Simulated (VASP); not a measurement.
A run of VASP 6.6.1 is set up as follows.

INCAR

```
PREC     = Accurate       # precision mode
ENCUT    = 520            # plane-wave cutoff, eV
EDIFF    = 1E-6           # SCF threshold, eV
ISMEAR   = -1             # smearing method
SIGMA    = 0.1            # smearing width, eV
LREAL    = F              # projectors in reciprocal space
LASPH    = T              # aspherical terms in the spheres
NELM     = 60             # most SCF steps
ALGO     = Normal         # electronic algorithm
ISIF     = 2              # what is computed and relaxed
LWAVE    = F              # write WAVECAR
LCHARG   = F              # write CHGCAR
GGA      = PE             # functional
NBANDS   = 8              # bands
```

KPOINTS

```
regular mesh
0
Gamma
  16 16 16
```

File POSCAR:

```
P
1.0
    0.0000000000      1.9630474476      1.9630474476
    1.9630474476      0.0000000000      1.9630474476
    1.9630474476      1.9630474476      0.0000000000
P
1
Direct
    0.0000000000      0.0000000000      0.0000000000
```

Potentials or basis: VASP PAW PBE potentials, release 64 (P).

Launch:

```bash
$ cat potpaw_PBE.64/P/POTCAR > POTCAR
$ mpirun -np 1 vasp_std > vasp.out
```

(1) What does it give for the pressure?

## Answers

(1) -3.2 GPa.
